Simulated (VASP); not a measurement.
# TlZn (P-6m2) in VASP: notebook

Runs on TlZn. Level: PBE. Tasks: single point, relaxation of cell and atoms.

All numbers are computed with VASP 6.6.1; they aren't measurements. Logs are shortened: lines on timing, memory, paths and dates and some standing lists are left out, and cuts for length are marked.

**1. The cell of the first run**

Symmetry: P-6m2, No. 187, hexagonal system. Conventional cell: a = 3.078 Å, b = 3.078 Å, c = 5.383 Å, α = 90.00°, β = 90.00°, γ = 120.00°. Zn (site symmetry -6m2) has 6 Zn at 3.08 Å and 6 Tl at 3.23 Å within 4.1 Å. Within 4.1 Å of Tl (site symmetry -6m2) lie 6 Tl at 3.08 Å and 6 Zn at 3.23 Å.

**2. Single point, PBE**

Contents of INCAR:

```
ALGO = Fast
EDIFF = 1E-6
ENCUT = 520
GGA = PE
ISIF = 2
ISMEAR = 0
LASPH = T
LCHARG = F
LREAL = F
LWAVE = F
NBANDS = 20
NELM = 80
PREC = Accurate
SIGMA = 0.1
```

Contents of KPOINTS:

```
k-points
0
Gamma
  6 6 4
```

Contents of POSCAR:

```
TlZn
1.0
    3.0782490300      0.0000000000      0.0000000000
   -1.5391245200      2.6658418600      0.0000000000
    0.0000000000      0.0000000000      5.3833440300
Zn Tl
1 1
Direct
    0.3333333300      0.6666666700      0.5000000000
    0.0000000000      0.0000000000      0.0000000000
```

Potentials or basis: VASP PAW PBE potentials, release 64 (Zn, Tl_d).

Run with:

```
$ cat potpaw_PBE.64/Zn/POTCAR potpaw_PBE.64/Tl_d/POTCAR > POTCAR
$ mpirun -np 1 vasp_std > vasp.out
```

OUTCAR:

```text
EDIFF = 1E-6
   ENCUT = 520
   GGA = PE
   ISIF = 2
   ISMEAR = 0
   LASPH = T
   LREAL = F
   NELM = 80
   PREC = Accurate

 ion  position               nearest neighbor table
   1  0.333  0.667  0.500-   2 3.23   2 3.23   2 3.23   2 3.23   2 3.23   2 3.23
   2  0.000  0.000  0.000-   1 3.23   1 3.23   1 3.23   1 3.23   1 3.23   1 3.23

  LATTYP: Found a hexagonal cell.
 ALAT       =     3.0782490300
 C/A-ratio  =     1.7488331768

  Lattice vectors:

 A1 = (   3.0782490300,   0.0000000000,   0.0000000000)
 A2 = (  -1.5391245200,   2.6658418600,   0.0000000000)
 A3 = (   0.0000000000,   0.0000000000,   5.3833440300)

Analysis of symmetry for initial positions (statically):
=====================================================================
 Subroutine PRICEL returns:
 Original cell was already a primitive cell.

 Routine SETGRP: Setting up the symmetry group for a
 hexagonal supercell.

 Subroutine GETGRP returns: Found 12 space group operations
 (whereof 12 operations were pure point group operations)
 out of a pool of 24 trial point group operations.

The static configuration has the point symmetry D_3h.

Analysis of symmetry for dynamics (positions and initial velocities):
=====================================================================
 Subroutine PRICEL returns:
 Original cell was already a primitive cell.

 Routine SETGRP: Setting up the symmetry group for a
 hexagonal supercell.

 Subroutine GETGRP returns: Found 12 space group operations
 (whereof 12 operations were pure point group operations)
 out of a pool of 24 trial point group operations.

The dynamic configuration has the point symmetry D_3h.

 Subroutine INISYM returns: Found 12 space group operations
 (whereof 12 operations are pure point group operations),
 and found     1 'primitive' translations

----------------------------------------------------------------------------------------

                                     Primitive cell

  volume of cell :      44.1764

  direct lattice vectors                    reciprocal lattice vectors
     3.078249030  0.000000000  0.000000000     0.324860007  0.187558013  0.000000000
[... 74 lines left out ...]
   ISTART =      0    job   : 0-new  1-cont  2-samecut
   ICHARG =      2    charge: 1-file 2-atom 10-const
   ISPIN  =      1    spin polarized calculation?
   LNONCOLLINEAR =      F non collinear calculations
   LSORBIT =      F    spin-orbit coupling
   LASPH  =      T    aspherical Exc in radial PAW
   ENCUT  =  520.0 eV  38.22 Ry    6.18 a.u.   5.72  5.72 10.01*2*pi/ulx,y,z
   NELM   =     80;   NELMIN=  2; NELMDL= -5     # of ELM steps
   EDIFF  = 0.1E-05   stopping-criterion for ELM
   LREAL  =      F    real-space projection
   EDIFFG = 0.1E-04   stopping-criterion for IOM
   NSW    =      0    number of steps for IOM
   IBRION =     -1    ionic relax: 0-MD 1-quasi-New 2-CG
   NFREE  =      0    steps in history (QN), initial steepest desc. (CG)
   ISIF   =      2    stress and relaxation
   ISYM   =      2    0-nonsym 1-usesym 2-fastsym
   POTIM  = 0.5000    time-step for ionic-motion
   TEBEG  =    0.0;   TEEND  =   0.0 temperature during run
   PSTRESS=    0.0 pullay stress
   NELECT =      25.0000    total number of electrons
   NUPDOWN=      -1.0000    fix difference up-down
   EMIN   =  10.00;   EMAX   =-10.00  energy-range for DOS
   EFERMI =   0.00;   METHOD = LEGACY
   ISMEAR =     0;   SIGMA  =   0.10  broadening in eV -4-tet -1-fermi 0-gaus
   EFERMI_NEDOS =   21; number of points for ismear=-14 and -15
   IALGO  =     68    algorithm
   IMIX   =      4    mixing-type and parameters
     AMIX     =   0.40;   BMIX     =  1.00
     AMIX_MAG =   1.60;   BMIX_MAG =  1.00
  volume/ion in A,a.u.               =      22.09       149.06
  Fermi-wavevector in a.u.,A,eV,Ry     =   1.354123  2.558921 24.948306  1.833649
  Thomas-Fermi vector in A             =   2.481321
   LORBIT       =      0    0 simple, 1 ext, 2 COOP (PROOUT), +10 PAW based schemes
   GGA     = PE    functional components
   LHFCALC =     F    Hartree Fock is set to
   AEXX    =    0.0000 exact exchange contribution
   IVDW    =     0    specifies the selected vdW correction
   LEPSILON=     F    determine dielectric tensor
   LRPA    =     F    only Hartree local field effects (RPA)
 non-spin polarized calculation
 RMM-DIIS sequential band-by-band and
 Gauss-broadening in eV      SIGMA  =   0.10
  energy-cutoff  :      520.00
  volume of cell :       44.18
 maximum number of plane-waves:      1204
 NGX is ok and might be reduce to    24
   NGX = 11   NGY = 11   NGZ = 21

 number of electron      25.0000023 magnetization

 Free energy of the ion-electron system (eV)
  ---------------------------------------------------
  ext. energy  EPLUGINS =         0.00000000
  ---------------------------------------------------
  free energy    TOTEN  =        -2.70987837 eV

  energy without entropy =       -2.70716955  energy(sigma->0) =       -2.70852396

 E-fermi :   5.2275     XC(G=0): -10.6584

 val. band max:        5.0591165319   @ k =   0.0000   0.0000   0.2500
 cond. band min:       5.2282715011   @ k =   0.3333   0.0000   0.0000
 fundamental gap:      0.1691549692
 Fermi energy:         5.2274974010

 k-point     1 :       0.0000    0.0000    0.0000
  band No.  band energies     occupation
      1      -6.9690      2.00000
      2      -6.4838      2.00000
      3      -6.4838      2.00000
      4      -5.8405      2.00000
      5      -5.8405      2.00000
      6      -4.9802      2.00000
[... 472 lines left out ...]
     19      16.8235      0.00000
     20      17.7186      0.00000

------------------------ aborting loop because EDIFF is reached ----------------------------------------

  FORCE on cell =-STRESS in cart. coord.  units (eV):
  Direction    XX          YY          ZZ          XY          YZ          ZX
  --------------------------------------------------------------------------------------
  -------------------------------------------------------------------------------------
  Total        2.8360946      2.8360946     -1.0597529     -0.0000000     -0.0000000      0.0000000
  in kB      102.8586972    102.8586973    -38.4348266     -0.0000002     -0.0000000      0.0000000
  external PRESSURE =      55.7608560 kB  Pullay stress =       0.0000000 kB

 VOLUME and BASIS-vectors are now :
 -----------------------------------------------------------------------------
  energy-cutoff  :      520.00
  volume of cell :       44.18
      direct lattice vectors                 reciprocal lattice vectors
     3.078249030  0.000000000  0.000000000     0.324860007  0.187558013  0.000000000
    -1.539124520  2.665841860  0.000000000     0.000000000  0.375116024  0.000000000
     0.000000000  0.000000000  5.383344030     0.000000000  0.000000000  0.185758145

 POSITION                                       TOTAL-FORCE (eV/Angst)
 -----------------------------------------------------------------------------------
     -0.00000      1.77723      2.69167        -0.000000     -0.000000      0.000000
      0.00000      0.00000      0.00000         0.000000      0.000000      0.000000
 -----------------------------------------------------------------------------------
    total drift:                                0.000003     -0.000002     -0.000000

  FREE ENERGIE OF THE ION-ELECTRON SYSTEM (eV)
  ---------------------------------------------------
  free  energy   TOTEN  =        -2.7098783721 eV

  energy  without entropy=       -2.7071695544  energy(sigma->0) =       -2.70852396
```

stdout:

```text
POSCAR found type information on POSCAR ZnTl
 POSCAR found :  2 types and       2 ions
 scaLAPACK will be used
 LDA part: xc-table for (Slater+PW92), standard interpolation
 POSCAR, INCAR and KPOINTS ok, starting setup
 FFT: planning ... GRIDC
 FFT: planning ... GRID_SOFT
 FFT: planning ... GRID
 WAVECAR not read
 entering main loop
```

Wall time 10 s (1 thread of AMD EPYC 9R45 (Zen 5), shared host); peak memory 0.13 GiB.

What came out:

```
Free energy : -2.7099 eV
Pressure    : 5.6 GPa
```

Stress tensor (GPa, compression positive):
```
10.29  0.00  0.00
 0.00 10.29  0.00
 0.00  0.00 -3.84
```

Caveat: the k points lie up to 0.39 Å⁻¹ apart; spin-orbit coupling is left out, which moves the levels of the heavy elements.

**3. Single point, PBE**

This run uses another cell than the first one, of 24.25 Å³/atom, 1.098 times its volume.

Contents of INCAR:

```
  ALGO = Fast
  EDIFF = 1E-6
  ENCUT = 520
  GGA = PE
  ISIF = 2
  ISMEAR = 0
  LASPH = True
  LCHARG = False
  LREAL = False
  LWAVE = False
  NBANDS = 20
  NELM = 80
  PREC = Accurate
  SIGMA = 0.1
```

KPOINTS is that of step 2.

Contents of POSCAR:

```
TlZn
1.0
    3.3520073261      0.0000000031      0.0000000000
   -1.6760036658      2.9029234965      0.0000000000
    0.0000000000      0.0000000000      4.9832757036
Zn Tl
1 1
Direct
    0.3333333333      0.6666666667      0.5000000000
    0.0000000000      0.0000000000      0.0000000000
```

Potentials or basis: VASP PAW PBE potentials, release 64 (Zn, Tl_d).

Run with:

```
$ cat potpaw_PBE.64/Zn/POTCAR potpaw_PBE.64/Tl_d/POTCAR > POTCAR
$ mpirun -np 1 vasp_std > vasp.out
```

OUTCAR:

```text
EDIFF = 1E-6
   ENCUT = 520
   GGA = PE
   ISIF = 2
   ISMEAR = 0
   LASPH = True
   LREAL = False
   NELM = 80
   PREC = Accurate

 ion  position               nearest neighbor table
   1  0.333  0.667  0.500-   2 3.15   2 3.15   2 3.15   2 3.15   2 3.15   2 3.15
   2  0.000  0.000  0.000-   1 3.15   1 3.15   1 3.15   1 3.15   1 3.15   1 3.15

  LATTYP: Found a hexagonal cell.
 ALAT       =     3.3520073261
 C/A-ratio  =     1.4866541803

  Lattice vectors:

[... 665 lines left out ...]

------------------------ aborting loop because EDIFF is reached ----------------------------------------

  FORCE on cell =-STRESS in cart. coord.  units (eV):
  Direction    XX          YY          ZZ          XY          YZ          ZX
  --------------------------------------------------------------------------------------
  -------------------------------------------------------------------------------------
  Total        0.1183710      0.1183710      0.0511912     -0.0000000     -0.0000000      0.0000000
  in kB        3.9111136      3.9111136      1.6914148     -0.0000000     -0.0000000      0.0000000
  external PRESSURE =       3.1712140 kB  Pullay stress =       0.0000000 kB

 VOLUME and BASIS-vectors are now :
 -----------------------------------------------------------------------------
  energy-cutoff  :      520.00
  volume of cell :       48.49
      direct lattice vectors                 reciprocal lattice vectors
     3.352007326  0.000000003  0.000000000     0.298328703  0.172240158  0.000000000
    -1.676003666  2.902923497  0.000000000    -0.000000000  0.344480315  0.000000000
     0.000000000  0.000000000  4.983275704     0.000000000  0.000000000  0.200671217

 POSITION                                       TOTAL-FORCE (eV/Angst)
 -----------------------------------------------------------------------------------
     -0.00000      1.93528      2.49164         0.000000     -0.000000      0.000000
      0.00000      0.00000      0.00000        -0.000000      0.000000      0.000000
 -----------------------------------------------------------------------------------
    total drift:                                0.000000     -0.000000     -0.000000

  FREE ENERGIE OF THE ION-ELECTRON SYSTEM (eV)
  ---------------------------------------------------
  free  energy   TOTEN  =        -2.9850214158 eV

  energy  without entropy=       -2.9826797133  energy(sigma->0) =       -2.98385056
```

OSZICAR:

```text
N       E                     dE             d eps       ncg     rms          rms(c)
DAV:   1     0.144572837481E+03    0.14457E+03   -0.12258E+04   840   0.143E+03
DAV:   2     0.261043477479E+01   -0.14196E+03   -0.13806E+03   856   0.315E+02
DAV:   3    -0.303264937143E+01   -0.56431E+01   -0.56224E+01   980   0.664E+01
DAV:   4    -0.308017903538E+01   -0.47530E-01   -0.47520E-01   908   0.553E+00
DAV:   5    -0.308095252985E+01   -0.77349E-03   -0.77349E-03   948   0.745E-01    0.342E+00
RMM:   6    -0.299671849356E+01    0.84234E-01   -0.24169E-01   938   0.431E+00    0.230E+00
RMM:   7    -0.298664871461E+01    0.10070E-01   -0.25054E-02   942   0.173E+00    0.111E+00
RMM:   8    -0.298520363271E+01    0.14451E-02   -0.63133E-03   981   0.615E-01    0.202E-01
RMM:   9    -0.298503395840E+01    0.16967E-03   -0.11732E-03   970   0.350E-01    0.532E-02
RMM:  10    -0.298501997783E+01    0.13981E-04   -0.23499E-04  1000   0.138E-01    0.121E-02
RMM:  11    -0.298502125286E+01   -0.12750E-05   -0.33720E-05  1015   0.619E-02    0.805E-03
RMM:  12    -0.298502141584E+01   -0.16299E-06   -0.80946E-06   913   0.235E-02
   1 F= -.29850214E+01 E0= -.29838506E+01  d E =-.234170E-02
```

Run time: 13 s. Hardware: 1 thread of AMD EPYC 9R45 (Zen 5), shared host; peak memory 0.15 GiB.

Results:

* Free energy: -2.9850 eV
* Pressure: 0.3 GPa

Stress tensor (GPa, compression positive):
```
0.39 0.00 0.00
0.00 0.39 0.00
0.00 0.00 0.17
```

Levels at points of the mesh, in eV from the Fermi level:
| k point | band 8 | band 9 | band 10 | band 11 | band 12 | band 13 | band 14 | band 15 | band 16 | band 17 |
| --- | --- | --- | --- | --- | --- | --- | --- | --- | --- | --- |
| (0.00, 0.00, 0.00) | -7.03 | -7.03 | -6.93 | -6.93 | -2.26 | -2.10 | 8.69 | 8.69 | 10.75 | 10.91 |
| (0.50, 0.00, 0.00) | -7.03 | -6.94 | -6.83 | -5.19 | -3.57 | 1.73 | 2.24 | 2.30 | 4.45 | 4.80 |
| (0.00, 0.00, 0.50) | -7.02 | -7.02 | -6.93 | -6.93 | -6.44 | 5.86 | 6.10 | 9.84 | 9.84 | 10.04 |
| (0.50, 0.00, 0.50) | -6.98 | -6.93 | -6.82 | -4.40 | -2.33 | -2.11 | -0.97 | 5.99 | 6.94 | 7.98 |

Caveat: the k points lie up to 0.36 Å⁻¹ apart; spin-orbit coupling is left out, which moves the levels of the heavy elements.

[end of part 1 of 2]
